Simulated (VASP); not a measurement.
# Ir (Fm-3m) in VASP: single point with PBEsol

Aim: the single point of Ir with PBEsol.

Everything below comes from runs of VASP 6.6.1. Logs are shortened: lines on timing, memory, paths and dates and some standing lists are left out, and cuts for length are marked.

### 1 The cell of the first run

The structure is cubic, space group Fm-3m (No. 225). The conventional cell has a = 3.831 Å, b = 3.831 Å, c = 3.831 Å, α = 90.00°, β = 90.00°, γ = 90.00°. Within 3.6 Å of Ir (site symmetry m-3m) lie 12 Ir at 2.71 Å.

### 2 Single point, PBEsol

File INCAR:

```
PREC = Accurate
ENCUT = 560
EDIFF = 1E-6
ISMEAR = -1
SIGMA = 0.05
LREAL = F
LASPH = T
NELM = 120
ALGO = Normal
ISIF = 2
LWAVE = F
LCHARG = F
GGA = PS
NBANDS = 24
GGA_COMPAT = F
```

File KPOINTS:

```
Automatic mesh
0
Gamma
  13 13 10
```

File POSCAR:

```
Ir
1.0
    1.9154736248      1.9154736248      0.0000000000
   -1.9154736248      1.9154736248      0.0000000000
    0.0000000000      0.0000000000      3.8309472495
Ir
2
Direct
    0.0000000000      0.0000000000      0.0000000000
    0.5000000000      0.5000000000      0.5000000000
```

Potentials or basis: VASP PAW PBE potentials, release 64 (Ir_sv_GW).

On the command line:

```bash
cat potpaw_PBE.64/Ir_sv_GW/POTCAR > POTCAR
mpirun -np 1 vasp_std > vasp.out
```

OUTCAR:

```text
PREC = Accurate
   ENCUT = 560
   EDIFF = 1E-6
   ISMEAR = -1
   LREAL = F
   LASPH = T
   NELM = 120
   ISIF = 2
   GGA = PS

 ion  position               nearest neighbor table
   1  0.000  0.000  0.000-   2 2.71   2 2.71   2 2.71   2 2.71   2 2.71   2 2.71   2 2.71   2 2.71

   2  0.500  0.500  0.500-   1 2.71   1 2.71   1 2.71   1 2.71   1 2.71   1 2.71   1 2.71   1 2.71

  LATTYP: Found a simple tetragonal cell.
 ALAT       =     2.7088887786
 C/A-ratio  =     1.4142135623

  Lattice vectors:

 A1 = (   1.9154736248,   1.9154736248,   0.0000000000)
 A2 = (  -1.9154736248,   1.9154736248,   0.0000000000)
 A3 = (   0.0000000000,   0.0000000000,   3.8309472495)

Analysis of symmetry for initial positions (statically):
=====================================================================
 Subroutine PRICEL returns following result:

  LATTYP: Found a face centered cubic cell.
 ALAT       =     3.8309472495

  Lattice vectors:

 A1 = (   0.0000000000,  -1.9154736248,  -1.9154736247)
 A2 = (   1.9154736248,   0.0000000000,  -1.9154736247)
 A3 = (   1.9154736248,  -1.9154736248,   0.0000000000)

   2 primitive cells build up your supercell.

 Routine SETGRP: Setting up the symmetry group for a
 simple tetragonal supercell.

 Subroutine GETGRP returns: Found 16 space group operations
 (whereof 16 operations were pure point group operations)
 out of a pool of 16 trial point group operations.

The static configuration has the point symmetry D_4h.

Analysis of symmetry for dynamics (positions and initial velocities):
=====================================================================
 Subroutine PRICEL returns following result:

  LATTYP: Found a face centered cubic cell.
 ALAT       =     3.8309472495

  Lattice vectors:

 A1 = (   0.0000000000,  -1.9154736248,  -1.9154736247)
 A2 = (   1.9154736248,   0.0000000000,  -1.9154736247)
 A3 = (   1.9154736248,  -1.9154736248,   0.0000000000)

   2 primitive cells build up your supercell.

 Routine SETGRP: Setting up the symmetry group for a
 simple tetragonal supercell.

 Subroutine GETGRP returns: Found 16 space group operations
 (whereof 16 operations were pure point group operations)
 out of a pool of 16 trial point group operations.

The dynamic configuration has the point symmetry D_4h.

 Subroutine INISYM returns: Found 16 space group operations
 (whereof 16 operations are pure point group operations),
 and found     2 'primitive' translations

----------------------------------------------------------------------------------------

                                     Primitive cell

  volume of cell :      14.0559

  direct lattice vectors                    reciprocal lattice vectors
     0.000000000 -1.915473625 -1.915473625    -0.261032046 -0.261032046 -0.261032046
     1.915473625  0.000000000 -1.915473625     0.261032046  0.261032046 -0.261032046
     1.915473625 -1.915473625  0.000000000     0.261032046 -0.261032046  0.261032046

  length of vectors
     2.708888779  2.708888779  2.708888779     0.452120767  0.452120767  0.452120767

  position of ions in fractional coordinates (direct lattice)
     0.000000000  0.000000000  0.000000000

  ion indices of the primitive-cell ions
   primitive index   ion index
                 1           1

----------------------------------------------------------------------------------------

 KPOINTS: Automatic mesh

Automatic generation of k-mesh.
 Grid dimensions read from file:
 generate k-points for:   13   13   10

 Generating k-lattice:

  Cartesian coordinates                     Fractional coordinates (reciprocal lattice)
     0.020079388  0.020079388  0.000000000     0.076923077  0.000000000  0.000000000
    -0.020079388  0.020079388  0.000000000     0.000000000  0.076923077  0.000000000
     0.000000000  0.000000000  0.026103205     0.000000000  0.000000000  0.100000000

  Length of vectors
     0.028396543  0.028396543  0.026103205

  Shift w.r.t. Gamma in fractional coordinates (k-lattice)
     0.000000000  0.000000000  0.000000000

 Subroutine IBZKPT returns following result:
 ===========================================

 Found    168 irreducible k-points:

 Following reciprocal coordinates:
            Coordinates               Weight
  0.000000  0.000000  0.000000      1.000000
  0.076923  0.000000  0.000000      4.000000
  0.153846  0.000000  0.000000      4.000000
  0.230769  0.000000  0.000000      4.000000
  0.307692  0.000000  0.000000      4.000000
  0.384615  0.000000  0.000000      4.000000
[... 16 lines left out ...]
  0.307692  0.307692  0.000000      4.000000
  0.384615  0.307692  0.000000      8.000000
 [... further k-points ...]
   k-points           NKPTS =    168   k-points in BZ     NKDIM =    168   number of bands    NBANDS=     24
   number of dos      NEDOS =    301   number of ions     NIONS =      2
   total plane-waves  NPLWV =  17280
   dimension x,y,z NGX =    24 NGY =   24 NGZ =   30
   dimension x,y,z NGXF=    48 NGYF=   48 NGZF=   60
   ions per type =               2
   NGX,Y,Z   is equivalent  to a cutoff of  14.73, 14.73, 13.02 a.u.
   NGXF,Y,Z  is equivalent  to a cutoff of  29.46, 29.46, 26.04 a.u.
 SYSTEM =  unknown system
   PREC   = accura    normal or accurate (medium, high low for compatibility)
   ISTART =      0    job   : 0-new  1-cont  2-samecut
   ICHARG =      2    charge: 1-file 2-atom 10-const
   ISPIN  =      1    spin polarized calculation?
   LNONCOLLINEAR =      F non collinear calculations
   LSORBIT =      F    spin-orbit coupling
   LASPH  =      T    aspherical Exc in radial PAW
   ENCUT  =  560.0 eV  41.16 Ry    6.42 a.u.   5.23  5.23  7.39*2*pi/ulx,y,z
   NELM   =    120;   NELMIN=  2; NELMDL= -5     # of ELM steps
   EDIFF  = 0.1E-05   stopping-criterion for ELM
   LREAL  =      F    real-space projection
   EDIFFG = 0.1E-04   stopping-criterion for IOM
   NSW    =      0    number of steps for IOM
   IBRION =     -1    ionic relax: 0-MD 1-quasi-New 2-CG
   NFREE  =      0    steps in history (QN), initial steepest desc. (CG)
   ISIF   =      2    stress and relaxation
   ISYM   =      2    0-nonsym 1-usesym 2-fastsym
   POTIM  = 0.5000    time-step for ionic-motion
   TEBEG  =    0.0;   TEEND  =   0.0 temperature during run
   PSTRESS=    0.0 pullay stress
   NELECT =      34.0000    total number of electrons
   NUPDOWN=      -1.0000    fix difference up-down
   EMIN   =  10.00;   EMAX   =-10.00  energy-range for DOS
   EFERMI =   0.00;   METHOD = LEGACY
   ISMEAR =    -1;   SIGMA  =   0.05  broadening in eV -4-tet -1-fermi 0-gaus
   EFERMI_NEDOS =   21; number of points for ismear=-14 and -15
   IALGO  =     38    algorithm
   IMIX   =      4    mixing-type and parameters
     AMIX     =   0.40;   BMIX     =  1.00
     AMIX_MAG =   1.60;   BMIX_MAG =  1.00
  volume/ion in A,a.u.               =      14.06        94.85
  Fermi-wavevector in a.u.,A,eV,Ry     =   1.744235  3.296126 41.393756  3.042355
  Thomas-Fermi vector in A             =   2.816154
   LORBIT       =      0    0 simple, 1 ext, 2 COOP (PROOUT), +10 PAW based schemes
   GGA     = PS    functional components
   LHFCALC =     F    Hartree Fock is set to
   AEXX    =    0.0000 exact exchange contribution
   IVDW    =     0    specifies the selected vdW correction
   LEPSILON=     F    determine dielectric tensor
   LRPA    =     F    only Hartree local field effects (RPA)
 non-spin polarized calculation
  energy-cutoff  :      560.00
  volume of cell :       28.11
 maximum number of plane-waves:       876
 NGX is ok and might be reduce to    24
   NGX = 11   NGY = 11   NGZ = 15

 number of electron      34.0000000 magnetization

 Free energy of the ion-electron system (eV)
  ---------------------------------------------------
  ext. energy  EPLUGINS =         0.00000000
  ---------------------------------------------------
  free energy    TOTEN  =       -20.79921632 eV

  energy without entropy =      -20.78228869  energy(sigma->0) =      -20.79075250

 E-fermi :  12.8553     XC(G=0): -14.7477

 val. band max:       12.8522343456   @ k =   0.3846   0.2308   0.1000
 cond. band min:      12.8580298299   @ k =   0.3077   0.2308   0.0000
 fundamental gap:      0.0057954843
 Fermi energy:        12.8552766773

 k-point     1 :       0.0000    0.0000    0.0000
  band No.  band energies     occupation
      1     -80.1841      2.00000
      2     -80.0961      2.00000
      3     -37.3170      2.00000
      4     -36.8622      2.00000
      5     -36.8622      2.00000
      6     -36.5618      2.00000
[... 16 lines left out ...]
     23      24.3322      0.00000
     24      26.4301      0.00000

 k-point     2 :       0.0769    0.0000    0.0000
  band No.  band energies     occupation
      1     -80.1816      2.00000
      2     -80.0955      2.00000
      3     -37.3037      2.00000
      4     -36.8820      2.00000
      5     -36.8554      2.00000
      6     -36.5921      2.00000
[... 16 lines left out ...]
     23      24.7815      0.00000
     24      26.7420      0.00000

 k-point     3 :       0.1538    0.0000    0.0000
  band No.  band energies     occupation
      1     -80.1746      2.00000
      2     -80.0956      2.00000
      3     -37.2658      2.00000
      4     -36.9380      2.00000
      5     -36.8372      2.00000
      6     -36.6754      2.00000
[... 16 lines left out ...]
     23      26.0005      0.00000
     24      27.6024      0.00000
[... 514 lines left out ...]
 k-point    23 :       0.3077    0.3077    0.0000
  band No.  band energies     occupation
      1     -80.1244      2.00000
      2     -80.0949      2.00000
      3     -37.1764      2.00000
      4     -37.0898      2.00000
      5     -37.0067      2.00000
      6     -36.8680      2.00000
[... 16 lines left out ...]
     23      26.1794      0.00000
     24      28.8524      0.00000

 k-point    24 :       0.3846    0.3077    0.0000
  band No.  band energies     occupation
      1     -80.1148      2.00000
      2     -80.0961      2.00000
      3     -37.2226      2.00000
      4     -37.1694      2.00000
      5     -36.9522      2.00000
      6     -36.8589      2.00000
[... 16 lines left out ...]
     23      26.3431      0.00000
     24      26.9626      0.00000

 [... further k-points ...]

------------------------ aborting loop because EDIFF is reached ----------------------------------------

  FORCE on cell =-STRESS in cart. coord.  units (eV):
  Direction    XX          YY          ZZ          XY          YZ          ZX
  --------------------------------------------------------------------------------------
  -------------------------------------------------------------------------------------
  Total       -0.3439772     -0.3439772     -0.3113666      0.0000000     -0.0000000     -0.0000000
  in kB      -19.6043156    -19.6043156    -17.7457368      0.0000000     -0.0000000     -0.0000000
  external PRESSURE =     -18.9847893 kB  Pullay stress =       0.0000000 kB

 VOLUME and BASIS-vectors are now :
 -----------------------------------------------------------------------------
  energy-cutoff  :      560.00
  volume of cell :       28.11
      direct lattice vectors                 reciprocal lattice vectors
     1.915473625  1.915473625  0.000000000     0.261032046  0.261032046  0.000000000
    -1.915473625  1.915473625  0.000000000    -0.261032046  0.261032046  0.000000000
     0.000000000  0.000000000  3.830947249     0.000000000  0.000000000  0.261032046

 POSITION                                       TOTAL-FORCE (eV/Angst)
 -----------------------------------------------------------------------------------
      0.00000      0.00000      0.00000         0.000000     -0.000000      0.000000
      0.00000      1.91547      1.91547        -0.000000      0.000000     -0.000000
 -----------------------------------------------------------------------------------
    total drift:                               -0.000000      0.000000     -0.000000

  FREE ENERGIE OF THE ION-ELECTRON SYSTEM (eV)
  ---------------------------------------------------
  free  energy   TOTEN  =       -20.7992163177 eV

  energy  without entropy=      -20.7822886856  energy(sigma->0) =      -20.79075250
```

It took 45 s on 1 thread of Intel Xeon 6975P-C (Granite Rapids), shared host; peak memory 0.23 GiB.

What came out:

| Item | Value |
| --- | --- |
| Free energy | -20.7992 eV |
| Pressure | -1.9 GPa |
| Band gap on the k mesh | zero (bands 17 and 18 overlap by 3.26 eV) |

Caveat: the PAW data sets were made with another functional, which shifts forces and pressure a little; spin-orbit coupling is left out, which moves the levels of the heavy elements.
